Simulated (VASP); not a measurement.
# Si (Fd-3m) in VASP: a series of runs

Si is run at these levels: PBE; tasks: single point.

Program: VASP 6.6.1. These are calculated values, not measurements. Logs are shortened: lines on timing, memory, paths and dates and some standing lists are left out, and cuts for length are marked.

**1. The cell of the first run**

It takes space group Fd-3m (No. 227, cubic). Conventional cell: a = 5.470 Å, b = 5.470 Å, c = 5.470 Å, α = 90.00°, β = 90.00°, γ = 90.00°. Si (site symmetry -43m) has 4 Si at 2.37 Å within 3.1 Å.

**2. Single point, PBE**

INCAR reads:

```
  PREC = Accurate
  ENCUT = 500
  EDIFF = 1E-6
  ISMEAR = 0
  SIGMA = 0.02
  LREAL = False
  LASPH = True
  NELM = 120
  ALGO = Normal
  ISIF = 2
  LWAVE = False
  LCHARG = True
  GGA = PE
  LELF = True
  LVHAR = True
  NBANDS = 11
  GGA_COMPAT = False
```

KPOINTS reads:

```
Automatic mesh
0
Gamma
  8 8 8
```

POSCAR reads:

```
Si
1.0
    0.0000000000      2.7347885900      2.7347885900
    2.7347885900      0.0000000000      2.7347885900
    2.7347885900      2.7347885900      0.0000000000
Si
2
Direct
    0.0000000000      0.0000000000      0.0000000000
    0.2500000000      0.2500000000      0.2500000000
```

Potentials or basis: VASP PAW PBE potentials, release 64 (Si).

Started as:

```bash
> cat potpaw_PBE.64/Si/POTCAR > POTCAR
> mpirun -np 1 vasp_std > vasp.out
```

OUTCAR:

```text
PREC = Accurate
   ENCUT = 500
   EDIFF = 1E-6
   ISMEAR = 0
   LREAL = False
   LASPH = True
   NELM = 120
   ISIF = 2
   GGA = PE

 ion  position               nearest neighbor table
   1  0.000  0.000  0.000-   2 2.37   2 2.37   2 2.37   2 2.37
   2  0.250  0.250  0.250-   1 2.37   1 2.37   1 2.37   1 2.37

  LATTYP: Found a face centered cubic cell.
 ALAT       =     5.4695771800

  Lattice vectors:

 A1 = (   0.0000000000,   2.7347885900,   2.7347885900)
 A2 = (   2.7347885900,   0.0000000000,   2.7347885900)
 A3 = (   2.7347885900,   2.7347885900,   0.0000000000)

Analysis of symmetry for initial positions (statically):
=====================================================================
 Subroutine PRICEL returns:
 Original cell was already a primitive cell.

 Routine SETGRP: Setting up the symmetry group for a
 face centered cubic supercell.

 Subroutine GETGRP returns: Found 48 space group operations
 (whereof 24 operations were pure point group operations)
 out of a pool of 48 trial point group operations.

The static configuration has the point symmetry T_d .
 The point group associated with its full space group is O_h .

Analysis of symmetry for dynamics (positions and initial velocities):
=====================================================================
 Subroutine PRICEL returns:
 Original cell was already a primitive cell.

 Routine SETGRP: Setting up the symmetry group for a
 face centered cubic supercell.

 Subroutine GETGRP returns: Found 48 space group operations
 (whereof 24 operations were pure point group operations)
 out of a pool of 48 trial point group operations.

The dynamic configuration has the point symmetry T_d .
 The point group associated with its full space group is O_h .

 Subroutine INISYM returns: Found 48 space group operations
 (whereof 24 operations are pure point group operations),
 and found     1 'primitive' translations

----------------------------------------------------------------------------------------

                                     Primitive cell

  volume of cell :      40.9073

  direct lattice vectors                    reciprocal lattice vectors
     0.000000000  2.734788590  2.734788590    -0.182829489  0.182829489  0.182829489
     2.734788590  0.000000000  2.734788590     0.182829489 -0.182829489  0.182829489
     2.734788590  2.734788590  0.000000000     0.182829489  0.182829489 -0.182829489

  length of vectors
     3.867575114  3.867575114  3.867575114     0.316669964  0.316669964  0.316669964

  position of ions in fractional coordinates (direct lattice)
     0.000000000  0.000000000  0.000000000
     0.250000000  0.250000000  0.250000000

  ion indices of the primitive-cell ions
   primitive index   ion index
                 1           1
                 2           2

----------------------------------------------------------------------------------------

 KPOINTS: Automatic mesh

Automatic generation of k-mesh.
 Grid dimensions read from file:
 generate k-points for:    8    8    8

 Generating k-lattice:

  Cartesian coordinates                     Fractional coordinates (reciprocal lattice)
    -0.022853686  0.022853686  0.022853686     0.125000000  0.000000000  0.000000000
     0.022853686 -0.022853686  0.022853686     0.000000000  0.125000000  0.000000000
     0.022853686  0.022853686 -0.022853686     0.000000000  0.000000000  0.125000000

  Length of vectors
     0.039583745  0.039583745  0.039583745

  Shift w.r.t. Gamma in fractional coordinates (k-lattice)
     0.000000000  0.000000000  0.000000000

 Subroutine IBZKPT returns following result:
 ===========================================

 Found     29 irreducible k-points:

 Following reciprocal coordinates:
            Coordinates               Weight
  0.000000  0.000000  0.000000      1.000000
  0.125000  0.000000  0.000000      8.000000
  0.250000  0.000000  0.000000      8.000000
  0.375000  0.000000  0.000000      8.000000
  0.500000  0.000000  0.000000      4.000000
  0.125000  0.125000  0.000000      6.000000
[... 16 lines left out ...]
  0.500000  0.250000  0.125000     48.000000
 -0.375000  0.250000  0.125000     24.000000
 [... further k-points ...]
   k-points           NKPTS =     29   k-points in BZ     NKDIM =     29   number of bands    NBANDS=     11
   number of dos      NEDOS =    301   number of ions     NIONS =      2
   total plane-waves  NPLWV =  21952
   dimension x,y,z NGX =    28 NGY =   28 NGZ =   28
   dimension x,y,z NGXF=    56 NGYF=   56 NGZF=   56
   ions per type =               2
   NGX,Y,Z   is equivalent  to a cutoff of  12.04, 12.04, 12.04 a.u.
   NGXF,Y,Z  is equivalent  to a cutoff of  24.07, 24.07, 24.07 a.u.
 SYSTEM =  unknown system
   PREC   = accura    normal or accurate (medium, high low for compatibility)
   ISTART =      0    job   : 0-new  1-cont  2-samecut
   ICHARG =      2    charge: 1-file 2-atom 10-const
   ISPIN  =      1    spin polarized calculation?
   LNONCOLLINEAR =      F non collinear calculations
   LSORBIT =      F    spin-orbit coupling
   LASPH  =      T    aspherical Exc in radial PAW
   ENCUT  =  500.0 eV  36.75 Ry    6.06 a.u.   7.05  7.05  7.05*2*pi/ulx,y,z
   NELM   =    120;   NELMIN=  2; NELMDL= -5     # of ELM steps
   EDIFF  = 0.1E-05   stopping-criterion for ELM
   LREAL  =      F    real-space projection
   EDIFFG = 0.1E-04   stopping-criterion for IOM
   NSW    =      0    number of steps for IOM
   IBRION =     -1    ionic relax: 0-MD 1-quasi-New 2-CG
   NFREE  =      0    steps in history (QN), initial steepest desc. (CG)
   ISIF   =      2    stress and relaxation
   ISYM   =      2    0-nonsym 1-usesym 2-fastsym
   POTIM  = 0.5000    time-step for ionic-motion
   TEBEG  =    0.0;   TEEND  =   0.0 temperature during run
   PSTRESS=    0.0 pullay stress
   NELECT =       8.0000    total number of electrons
   NUPDOWN=      -1.0000    fix difference up-down
   EMIN   =  10.00;   EMAX   =-10.00  energy-range for DOS
   EFERMI =   0.00;   METHOD = LEGACY
   ISMEAR =     0;   SIGMA  =   0.02  broadening in eV -4-tet -1-fermi 0-gaus
   EFERMI_NEDOS =   21; number of points for ismear=-14 and -15
   IALGO  =     38    algorithm
   IMIX   =      4    mixing-type and parameters
     AMIX     =   0.40;   BMIX     =  1.00
     AMIX_MAG =   1.60;   BMIX_MAG =  1.00
  volume/ion in A,a.u.               =      20.45       138.03
  Fermi-wavevector in a.u.,A,eV,Ry     =   0.950250  1.795712 12.285714  0.902974
  Thomas-Fermi vector in A             =   2.078609
   LORBIT       =      0    0 simple, 1 ext, 2 COOP (PROOUT), +10 PAW based schemes
   GGA     = PE    functional components
   LHFCALC =     F    Hartree Fock is set to
   AEXX    =    0.0000 exact exchange contribution
   IVDW    =     0    specifies the selected vdW correction
   LEPSILON=     F    determine dielectric tensor
   LRPA    =     F    only Hartree local field effects (RPA)
 non-spin polarized calculation
 Gauss-broadening in eV      SIGMA  =   0.02
  energy-cutoff  :      500.00
  volume of cell :       40.91
 maximum number of plane-waves:      1056
   NGX = 15   NGY = 15   NGZ = 15

 number of electron       8.0000000 magnetization

 Free energy of the ion-electron system (eV)
  ---------------------------------------------------
  ext. energy  EPLUGINS =         0.00000000
  ---------------------------------------------------
  free energy    TOTEN  =       -10.84606738 eV

  energy without entropy =      -10.84606738  energy(sigma->0) =      -10.84606738

 E-fermi :   5.7240     XC(G=0):  -9.3248

 val. band max:        5.6127095729   @ k =   0.0000   0.0000   0.0000
 cond. band min:       6.2634325030   @ k =   0.3750   0.3750   0.0000
 fundamental gap:      0.6507229301
 Fermi energy:         5.7239682870

 k-point     1 :       0.0000    0.0000    0.0000
  band No.  band energies     occupation
      1      -6.1991      2.00000
      2       5.6127      2.00000
      3       5.6127      2.00000
      4       5.6127      2.00000
      5       8.1690      0.00000
      6       8.1690      0.00000
      7       8.1690      0.00000
      8       8.7413      0.00000
      9      13.3211      0.00000
     10      13.3211      0.00000
     11      13.4880      0.00000

 k-point     2 :       0.1250    0.0000    0.0000
  band No.  band energies     occupation
      1      -5.9986      2.00000
      2       4.0220      2.00000
      3       5.3304      2.00000
      4       5.3304      2.00000
      5       8.0542      0.00000
      6       8.5843      0.00000
      7       8.5843      0.00000
      8      10.1415      0.00000
      9      12.8483      0.00000
     10      12.8483      0.00000
     11      14.2635      0.00000

 k-point     3 :       0.2500    0.0000    0.0000
  band No.  band energies     occupation
      1      -5.4145      2.00000
      2       1.7272      2.00000
      3       4.8679      2.00000
      4       4.8679      2.00000
      5       7.5703      0.00000
      6       9.1021      0.00000
      7       9.1021      0.00000
      8      12.3601      0.00000
      9      12.7992      0.00000
     10      12.7992      0.00000
     11      14.5406      0.00000

 k-point     4 :       0.3750    0.0000    0.0000
  band No.  band energies     occupation
      1      -4.5403      2.00000
      2      -0.2564      2.00000
      3       4.5453      2.00000
      4       4.5453      2.00000
      5       7.2057      0.00000
      6       9.0654      0.00000
      7       9.0654      0.00000
      8      13.4488      0.00000
      9      14.1506      0.00000
     10      14.1506      0.00000
     11      15.1210      0.00000

 k-point     5 :       0.5000    0.0000    0.0000
  band No.  band energies     occupation
      1      -3.9214      2.00000
      2      -1.2540      2.00000
      3       4.4346      2.00000
      4       4.4346      2.00000
      5       7.0775      0.00000
      6       8.9619      0.00000
      7       8.9619      0.00000
      8      13.3136      0.00000
      9      16.1063      0.00000
     10      16.1063      0.00000
     11      16.7917      0.00000
[... 211 lines left out ...]
 k-point    21 :       0.5000    0.5000    0.0000
  band No.  band energies     occupation
      1      -2.1321      2.00000
      2      -2.1321      2.00000
      3       2.8196      2.00000
      4       2.8196      2.00000
      5       6.3647      0.00000
      6       6.3647      0.00000
      7      15.5451      0.00000
      8      15.5451      0.00000
      9      16.5182      0.00000
     10      16.5182      0.00000
     11      18.0535      0.00000

 k-point    22 :       0.3750    0.2500    0.1250
  band No.  band energies     occupation
      1      -4.8947      2.00000
      2       1.3449      2.00000
      3       2.9617      2.00000
      4       4.2131      2.00000
      5       8.0555      0.00000
      6       9.4381      0.00000
      7       9.8156      0.00000
      8      11.0522      0.00000
      9      13.3240      0.00000
     10      15.7152      0.00000
     11      16.5747      0.00000

 k-point    23 :       0.5000    0.2500    0.1250
  band No.  band energies     occupation
      1      -4.0256      2.00000
      2      -0.1740      2.00000
      3       2.3578      2.00000
      4       3.7259      2.00000
      5       8.4766      0.00000
      6       9.1419      0.00000
      7      10.5895      0.00000
      8      11.4898      0.00000
      9      14.5417      0.00000
     10      15.2374      0.00000
     11      17.5131      0.00000

 k-point    24 :      -0.3750    0.2500    0.1250
  band No.  band energies     occupation
      1      -3.3917      2.00000
      2      -1.0931      2.00000
      3       2.2264      2.00000
      4       3.5030      2.00000
      5       8.6354      0.00000
      6       8.7591      0.00000
      7      11.4582      0.00000
      8      12.6778      0.00000
      9      12.9181      0.00000
     10      16.1190      0.00000
     11      17.1631      0.00000

 [... further k-points ...]
[... 5 lines left out ...]
  --------------------------------------------------------------------------------------
  -------------------------------------------------------------------------------------
  Total       -0.0101727     -0.0101727     -0.0101727     -0.0000000      0.0000000      0.0000000
  in kB       -0.3984258     -0.3984258     -0.3984258     -0.0000000      0.0000000      0.0000000
  external PRESSURE =      -0.3984258 kB  Pullay stress =       0.0000000 kB

 VOLUME and BASIS-vectors are now :
 -----------------------------------------------------------------------------
  energy-cutoff  :      500.00
  volume of cell :       40.91
      direct lattice vectors                 reciprocal lattice vectors
     0.000000000  2.734788590  2.734788590    -0.182829489  0.182829489  0.182829489
     2.734788590  0.000000000  2.734788590     0.182829489 -0.182829489  0.182829489
     2.734788590  2.734788590  0.000000000     0.182829489  0.182829489 -0.182829489

 POSITION                                       TOTAL-FORCE (eV/Angst)
 -----------------------------------------------------------------------------------
      0.00000      0.00000      0.00000         0.000000      0.000000      0.000000
      1.36739      1.36739      1.36739        -0.000000     -0.000000     -0.000000
 -----------------------------------------------------------------------------------
    total drift:                                0.000000      0.000000     -0.000000

  FREE ENERGIE OF THE ION-ELECTRON SYSTEM (eV)
  ---------------------------------------------------
  free  energy   TOTEN  =       -10.8460673815 eV

  energy  without entropy=      -10.8460673815  energy(sigma->0) =      -10.84606738
```

It took 14 s on 1 thread of AMD EPYC 9R45 (Zen 5), shared host; peak memory 0.11 GiB.

What came out:

| Property | Result |
| --- | --- |
| Free energy | -10.8461 eV |
| Pressure | 0.0 GPa |
| Band gap on the k mesh | 0.65 eV, indirect (least direct gap 2.56 eV) |

Levels at points of the mesh, in eV from the valence-band top:
| k point | band 2 | band 3 | band 4 | band 5 | band 6 | band 7 |
| --- | --- | --- | --- | --- | --- | --- |
| (0.00, 0.00, 0.00) | 0.00 | 0.00 | 0.00 | 2.56 | 2.56 | 2.56 |
| (0.50, 0.00, 0.00) | -6.87 | -1.18 | -1.18 | 1.46 | 3.35 | 3.35 |
| (0.50, 0.50, 0.00) | -7.74 | -2.79 | -2.79 | 0.75 | 0.75 | 9.93 |

A k mesh can miss the band edges. As with any semilocal functional, this PBE gap is likely too small.

[end of part 1 of 2]
